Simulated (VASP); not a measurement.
A run of VASP 6.6.1 is set up as follows.

The input POSCAR:

```
C
1.0
    1.2545445486     -2.1732119101      0.0000000000
    1.2545445486      2.1732119101      0.0000000000
    0.0000000000      0.0000000000     11.4457918452
C
4
Direct
    0.0833365590      0.9166634410      0.6971685577
    0.5833365590      0.4166634410      0.3028314423
    0.9166634410      0.0833365590      0.3028314423
    0.4166634410      0.5833365590      0.6971685577
```

The input INCAR.step1:

```
SYSTEM = C
ALGO = Normal ; EDIFF = 1E-4
ENCUT = 520 ; GGA = PE
ISMEAR = 0 ; LASPH = .TRUE.
LCHARG = .FALSE. ; LREAL = .FALSE.
LWAVE = .TRUE. ; NBANDS = 16
NELM = 80 ; PREC = Accurate
SIGMA = 0.1
```

INCAR.step2

```
SYSTEM = C
ALGO = Normal ; EDIFF = 1E-7
ENCUT = 520 ; ISIF = 2
ISMEAR = 0 ; ISTART = 1
LASPH = .TRUE. ; LCHARG = .FALSE.
LMIXTAU = .TRUE. ; LREAL = .FALSE.
LWAVE = .FALSE. ; METAGGA = R2SCAN
NBANDS = 16 ; NELM = 80
PREC = Accurate ; SIGMA = 0.1
```

The input KPOINTS:

```
k-points
0
G
  1 1 1
  0 0 0
```

Potentials or basis: VASP PAW PBE potentials, release 64 (C).

Command:

```console
$ cat potpaw_PBE.64/C/POTCAR > POTCAR
$ cp INCAR.step1 INCAR
$ mpirun -np 1 vasp_gam > vasp.out
$ cp INCAR.step2 INCAR
$ mpirun -np 1 vasp_gam > vasp.out
```

Task: Predict the pressure.

Result: 0.8 GPa.

Stress tensor (GPa, compression positive):
```
 1.20  0.00  0.00
 0.00  1.19  0.00
 0.00  0.00 -0.02
```

Caveat: the k points lie up to 2.89 Å⁻¹ apart; the PAW data sets were made with another functional, which shifts forces and pressure a little.
